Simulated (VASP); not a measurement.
Runs of VASP 6.6.1 on GaF. The structure is that of space group F-43m (No. 216), or close to it. The cells are those of the table. 

```csv
task,level,cell,k mesh,cutoff (eV),smearing,ions in elastic constants,gap on the mesh (eV),pressure (GPa)
single point,PBE,"a = 4.025 Å, angles 60.0°, 2 atoms",5 × 5 × 5,520,fermi-dirac 0.03 eV,-,2.72,-0.1
relaxation of cell and atoms,PBE,"relaxed to 20 GPa from a = 4.025 Å, angles 60.0°, 2 atoms",8 × 8 × 8,600,fermi-dirac 0.05 eV,-,0.39,20.0
single point,PBE,"a = 4.025 Å, angles 60.0°, 2 atoms",5 × 5 × 5,520,fermi-dirac 0.04 eV,-,2.72,-0.1
single point,PBE,"a = 3.937 Å, angles 60.0°, 2 atoms",8 × 8 × 8,520,fermi-dirac 0.05 eV,-,1.99,(a)
relaxation of cell and atoms,PBE,"relaxed to 5 GPa from a = 4.025 Å, angles 60.0°, 2 atoms",8 × 8 × 8,600,fermi-dirac 0.05 eV,-,1.62,5.0
relaxation of cell and atoms,PBE,"relaxed to 10 GPa from a = 4.025 Å, angles 60.0°, 2 atoms",8 × 8 × 8,600,fermi-dirac 0.05 eV,-,1.14,10.0
single point,PBE,"a = 3.454 Å, angles 60.0°, 2 atoms",8 × 8 × 8,520,fermi-dirac 0.05 eV,-,-,30.3
relaxation of cell and atoms,PBE,"relaxed to 2 GPa from a = 4.025 Å, angles 60.0°, 2 atoms",8 × 8 × 8,600,fermi-dirac 0.05 eV,-,1.96,2.0
single point,PBE,"a = 3.943 Å, angles 60.0°, 2 atoms",8 × 8 × 8,520,fermi-dirac 0.05 eV,-,2.01,(b)
relaxation of cell and atoms,PBE,"relaxed from a = 4.025 Å, angles 60.0°, 2 atoms",8 × 8 × 8,600,fermi-dirac 0.05 eV,-,2.26,0.0
```

Alike in all rows: potentials or basis VASP PAW PBE potentials, release 64 (Ga_d, F); no spin polarisation.

Q: Fill in the values left out.

A: (a) 1.9; (b) 1.8.

Caveats: the cell is relaxed towards a set pressure, so the enthalpy falls and the energy may rise (some runs).

A k mesh can miss the band edges, and the runs leave out spin-orbit coupling on Ga.
